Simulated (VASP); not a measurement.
Wanted: the native input for a VASP 6.6.1 run.

| Property | Result |
| --- | --- |
| Task | single point |
| Functional | PBE |
| Potentials or basis | VASP PAW PBE potentials, release 64 (Ca_sv) |
| Cutoff | 520 eV |
| k mesh | 9 × 9 × 9 |
| Occupations | fermi-dirac, width 0.05 eV |
| Spin | no spin polarisation |
| Dipole correction | no |
| Further INCAR settings | ALGO = Normal; EDIFF = 1e-06; NBANDS = 11 |

The structure of Ca lies in POSCAR:

```
Ca
1.0
   -2.2198093352      2.2198093352      2.2106590405
    2.2198093352     -2.2198093352      2.2106590405
    2.2198093352      2.2198093352     -2.2106590405
Ca
1
Direct
    0.5000000000      0.5000000000      0.0000000000
```

This isn't the form of Ca at room conditions, which is fcc.

These files were run (other wordings do the same):

INCAR

```
SYSTEM = Ca
PREC     = Accurate       ! precision mode
ENCUT    = 520            ! plane-wave cutoff, eV
EDIFF    = 1E-6           ! SCF threshold, eV
ISMEAR   = -1             ! smearing method
SIGMA    = 0.05           ! smearing width, eV
LREAL    = .False.        ! projectors in reciprocal space
LASPH    = .True.         ! aspherical terms in the spheres
NELM     = 100            ! most SCF steps
ALGO     = Normal         ! electronic algorithm
ISIF     = 2              ! what is computed and relaxed
LWAVE    = .False.        ! write WAVECAR
LCHARG   = .False.        ! write CHGCAR
GGA      = PE             ! functional
NBANDS   = 11             ! bands
```

KPOINTS

```
Automatic mesh
0
Gamma
  9 9 9
  0 0 0
```

Potentials or basis: VASP PAW PBE potentials, release 64 (Ca_sv).

Run with:

```bash
$ cat potpaw_PBE.64/Ca_sv/POTCAR > POTCAR
$ mpirun -np 1 vasp_std > vasp.out
```

Results of the run:

```yaml
Pressure: -0.5 GPa
Band_gap_on_the_k_mesh: zero (bands 5 and 6 overlap by 0.21 eV)
```

Run time: 26 s on 1 thread of Intel(R) Xeon(R) Platinum 8259CL CPU @ 2.50GHz (Skylake/Cascade Lake), on a shared host, peak memory 0.18 GiB.
